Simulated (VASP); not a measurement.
Here is a VASP 6.6.1 calculation.

The input INCAR:

```
PREC = Accurate
ENCUT = 520
EDIFF = 1E-6
ISMEAR = 0
SIGMA = 0.05
LREAL = F
LASPH = T
NELM = 80
ALGO = Normal
ISIF = 2
LWAVE = F
LCHARG = F
NBANDS = 16
```

The input KPOINTS:

```
Automatic mesh
0
Gamma
  12 12 12
```

The input POSCAR:

```
GaAs
1.0
    0.0000000000      2.8096910205      2.8096910205
    2.8096910205      0.0000000000      2.8096910205
    2.8096910205      2.8096910205      0.0000000000
Ga As
1 1
Direct
    0.0000000000      0.0000000000      0.0000000000
    0.7500000000      0.7500000000      0.7500000000
```

Potentials or basis: VASP PAW LDA potentials, release 64 (Ga_d, As).

Command:

```sh
$ cat potpaw_LDA.64/Ga_d/POTCAR potpaw_LDA.64/As/POTCAR > POTCAR
$ mpirun -np 1 vasp_std > vasp.out
```

(1) Estimate the pressure.

(2) Estimate the band gap on the k mesh.

## Answers

(1) -0.3 GPa.

(2) 0.47 eV, direct.

Caveat: the cell differs from its parent crystal (functional LDA, strained).
